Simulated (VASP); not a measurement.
Sb, 2 atoms in the cell. The structure is trigonal, space group R-3m (No. 166). The conventional cell has a = 4.316 Å, b = 4.316 Å, c = 11.045 Å, α = 90.00°, β = 90.00°, γ = 120.00°. Sb (site symmetry 3m) has 6 Sb at 2.93 to 3.28 Å within 3.9 Å. 

```yaml
Program: VASP 6.6.1
Task: single point
Functional: PBEsol
Potentials_or_basis: VASP PAW PBE potentials, release 64 (Sb)
Cutoff: 520 eV
k_mesh: 12 × 12 × 12
Occupations: fermi-dirac, width 0.15 eV
Spin: no spin polarisation
Dipole_correction: no
Further_INCAR_settings: ALGO = Normal; EDIFF = 1e-06; NBANDS = 12
```

Potentials or basis: VASP PAW PBE potentials, release 64 (Sb).

Run with:

```console
$ cat potpaw_PBE.64/Sb/POTCAR > POTCAR
$ mpirun -np 1 vasp_std > vasp.out
```

Hardware: 1 thread of Intel(R) Xeon(R) Platinum 8375C CPU @ 2.90GHz (Ice Lake), on a shared host.

How long does it take, and how much memory?

It took 2.1 min on 1 thread of Intel(R) Xeon(R) Platinum 8375C CPU @ 2.90GHz (Ice Lake), with other jobs on the host, peak memory 0.27 GiB. Counts: scf iterations 10, k points 189.
